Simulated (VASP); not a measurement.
Here is a VASP 6.6.1 calculation.

POSCAR

```
CuSn3
1.0
   -2.2693787881      2.2693787881      4.9347995608
    2.2693787881     -2.2693787881      4.9347995608
    2.2693787881      2.2693787881     -4.9347995608
Sn Cu
3 1
Direct
    0.5000000000      0.5000000000      0.0000000000
    0.2500000000      0.7500000000      0.5000000000
    0.7500000000      0.2500000000      0.5000000000
    0.0000000000      0.0000000000      0.0000000000
```

Contents of INCAR.step1:

```
PREC = Accurate ; ENCUT = 520
ISMEAR = -1 ; SIGMA = 0.05
LREAL = False ; LASPH = True
NELM = 80 ; NBANDS = 34
GGA = PE ; ALGO = Normal
EDIFF = 1E-4 ; LWAVE = True
LCHARG = False
```

The input INCAR.step2:

```
PREC = Accurate ; ENCUT = 520
EDIFF = 1E-6 ; ISMEAR = -1
SIGMA = 0.05 ; LREAL = False
LASPH = True ; NELM = 80
ALGO = Normal ; ISIF = 2
LWAVE = False ; LCHARG = False
METAGGA = R2SCAN ; LMIXTAU = True
NBANDS = 34 ; ISTART = 1
```

KPOINTS

```
regular mesh
0
Gamma
  8 8 8
```

Potentials or basis: VASP PAW PBE potentials, release 64 (Sn_d, Cu).

The run is started by

```sh
$ cat potpaw_PBE.64/Sn_d/POTCAR potpaw_PBE.64/Cu/POTCAR > POTCAR
$ cp INCAR.step1 INCAR
$ mpirun -np 1 vasp_std > vasp.out
$ cp INCAR.step2 INCAR
$ mpirun -np 1 vasp_std > vasp.out
```

(1) Predict the pressure.

## Answers

(1) -4.3 GPa.

Caveat: the PAW data sets were made with another functional, which shifts forces and pressure a little.
